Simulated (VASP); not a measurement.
CsPbCl3:

```
Cs Pb Cl
1.0
     5.74026    0.00000    0.00000
     0.00000    5.74026    0.00000
     0.00000    0.00000    5.74026
Cs Pb Cl
1 1 3
Direct
  0.00000 0.00000 0.00000
  0.50000 0.50000 0.50000
  0.50000 0.50000 0.00000
  0.00000 0.50000 0.50000
  0.50000 0.00000 0.50000
```

* Program: VASP 6.6.1
* Task: relaxation of cell and atoms
* Functional: r2SCAN
* Potentials or basis: VASP PAW PBE potentials, release 64 (Cs_sv, Pb_d, Cl)
* Cutoff: 600 eV
* k mesh: 4 × 4 × 4
* Occupations: fermi-dirac, width 0.02 eV
* Spin: no spin polarisation

At the start: pressure -0.8 GPa; volume 37.83 Å³/atom.

**Question.** Where does the relaxation end?

**Answer.** Over 3 steps the energy falls by 2.9 meV/atom and the volume is 36.64 Å³/atom (-3.2 %); space group Pm-3m (No. 221, to 0.1 Å) before and after.

The path:
```tsv
step	energy change (eV)	largest force (eV/Å)	pressure (GPa)	volume (Å³)
1	0.0000	0.0000	-0.75	189.15
2	-0.0139	0.0000	-0.16	184.34
3	-0.0145	0.0000	-0.01	183.18
```

Final structure:
```cif
data_structure
_symmetry_space_group_name_H-M 'P 1'
_symmetry_Int_Tables_number 1
_cell_length_a 5.6792
_cell_length_b 5.6792
_cell_length_c 5.6792
_cell_angle_alpha 90.000
_cell_angle_beta 90.000
_cell_angle_gamma 90.000
_cell_volume 183.18
loop_
_atom_site_label
_atom_site_type_symbol
_atom_site_fract_x
_atom_site_fract_y
_atom_site_fract_z
_atom_site_occupancy
Cs1 Cs 0.00000 0.00000 0.00000 1
Pb1 Pb 0.50000 0.50000 0.50000 1
Cl1 Cl 0.50000 0.50000 0.00000 1
Cl2 Cl 0.00000 0.50000 0.50000 1
Cl3 Cl 0.50000 0.00000 0.50000 1
```

Caveat: the PAW data sets were made with another functional, which shifts forces and pressure a little.
